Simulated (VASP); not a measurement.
Set up this calculation in VASP 6.6.1, as the native input.

| Quantity | Value |
| --- | --- |
| Task | single point |
| Functional | PBEsol |
| Potentials or basis | VASP PAW PBE potentials, release 64 (Ca_sv, Se) |
| Cutoff | 520 eV |
| k mesh | 6 × 6 × 6 |
| Occupations | gaussian, width 0.01 eV |
| Spin | no spin polarisation |
| Dipole correction | no |
| Further INCAR settings | ALGO = Normal; EDIFF = 1e-06; NBANDS = 15 |

The structure of CaSe lies in POSCAR:

```
CaSe
1.0
    0.0000000000      2.9491262576      2.9491262576
    2.9491262576      0.0000000000      2.9491262576
    2.9491262576      2.9491262576      0.0000000000
Ca Se
1 1
Direct
    0.0000000000      0.0000000000      0.0000000000
    0.5000000000      0.5000000000      0.5000000000
```

These files were run (other wordings do the same):

INCAR

```
PREC = Accurate
ENCUT = 520
EDIFF = 1E-6
ISMEAR = 0
SIGMA = 0.01
LREAL = F
LASPH = T
NELM = 60
ALGO = Normal
ISIF = 2
LWAVE = F
LCHARG = F
GGA = PS
NBANDS = 15
```

KPOINTS

```
Automatic mesh
0
Gamma
  6 6 6
```

Potentials or basis: VASP PAW PBE potentials, release 64 (Ca_sv, Se).

Run with:

```console
$ cat potpaw_PBE.64/Ca_sv/POTCAR potpaw_PBE.64/Se/POTCAR > POTCAR
$ mpirun -np 1 vasp_std > vasp.out
```

It gave:

* Pressure: -0.6 GPa
* Band gap on the k mesh: 1.90 eV, indirect (least direct gap 2.86 eV)

Caveat: the PAW data sets were made with another functional, which shifts forces and pressure a little.

Wall time 13 s on 1 thread of Intel(R) Xeon(R) Platinum 8259CL CPU @ 2.50GHz (Skylake/Cascade Lake), on a shared host, peak memory 0.17 GiB.
